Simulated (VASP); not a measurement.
Here is a VASP 6.6.1 calculation.

File INCAR:

```
PREC = Accurate
ENCUT = 520
EDIFF = 1E-6
ISMEAR = 0
SIGMA = 0.05
LREAL = False
LASPH = True
NELM = 80
ALGO = Normal
ISIF = 2
LWAVE = False
LCHARG = False
GGA = PE
IVDW = 12
NBANDS = 11
```

The input KPOINTS:

```
Automatic mesh
0
Gamma
  15 15 15
```

POSCAR

```
C
1.0
    1.2324984681      0.7115833223      3.3613878357
   -1.2324984681      0.7115833223      3.3613878357
    0.0000000000     -1.4231666447      3.3613878357
C
2
Direct
    0.1689897131      0.1689897131      0.1900694651
    0.8310102869      0.8310102869      0.8099305349
```

Potentials or basis: VASP PAW PBE potentials, release 64 (C).

Command:

```console
$ cat potpaw_PBE.64/C/POTCAR > POTCAR
$ mpirun -np 1 vasp_std > vasp.out
```

**Question.** Predict the dispersion energy per atom.

**Answer.** -0.156 eV.

**Question.** Estimate the largest force.

**Answer.** 4.444 eV/Å.

**Question.** Predict the pressure.

**Answer.** 0.1 GPa.

Stress tensor (GPa, compression positive):
```
-2.71  0.00  0.00
 0.00  8.12  5.54
 0.00  5.54 -5.12
```

Caveat: the cell differs from its parent crystal (atoms displaced along a vibrational mode); forces of over 1 eV/Å act on the atoms, so gaps and moduli don't describe the material at rest.
